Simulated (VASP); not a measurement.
Wanted: the native input for a VASP 6.6.1 run.

| Quantity | Value |
| --- | --- |
| Task | single point |
| Functional | PBEsol |
| Potentials or basis | VASP PAW PBE potentials, release 64 (Rb_sv) |
| Cutoff | 520 eV |
| k mesh | 6 × 6 × 6 |
| Occupations | methfessel-paxton, width 0.025 eV |
| Spin | no spin polarisation |
| Dipole correction | no |
| Further INCAR settings | ALGO = Normal; EDIFF = 1e-07; NBANDS = 10 |

The structure of Rb lies in POSCAR:

```
Rb
1.0
   -2.8025000000      2.8025000000      2.8025000000
    2.8025000000     -2.8025000000      2.8025000000
    2.8025000000      2.8025000000     -2.8025000000
Rb
1
Direct
    0.0000000000      0.0000000000      0.0000000000
```

These files were run (other wordings do the same):

INCAR

```
SYSTEM = Rb
PREC     = Accurate       ! precision mode
ENCUT    = 520            ! plane-wave cutoff, eV
EDIFF    = 1E-7           ! SCF threshold, eV
ISMEAR   = 1              ! smearing method
SIGMA    = 0.025          ! smearing width, eV
LREAL    = .False.        ! projectors in reciprocal space
LASPH    = .True.         ! aspherical terms in the spheres
NELM     = 60             ! most SCF steps
ALGO     = Normal         ! electronic algorithm
ISIF     = 2              ! what is computed and relaxed
LWAVE    = .False.        ! write WAVECAR
LCHARG   = .False.        ! write CHGCAR
GGA      = PS             ! functional
NBANDS   = 10             ! bands
```

KPOINTS

```
Automatic mesh
0
Gamma
  6 6 6
  0 0 0
```

Potentials or basis: VASP PAW PBE potentials, release 64 (Rb_sv).

Command:

```bash
$ cat potpaw_PBE.64/Rb_sv/POTCAR > POTCAR
$ mpirun -np 1 vasp_std > vasp.out
```

It gave:

- Pressure: 0.0 GPa

Caveat: the PAW data sets were made with another functional, which shifts forces and pressure a little.

Run time: 5.2 s on 1 thread of Intel(R) Xeon(R) 6975P-C (Granite Rapids), with other jobs on the host, peak memory 0.19 GiB.
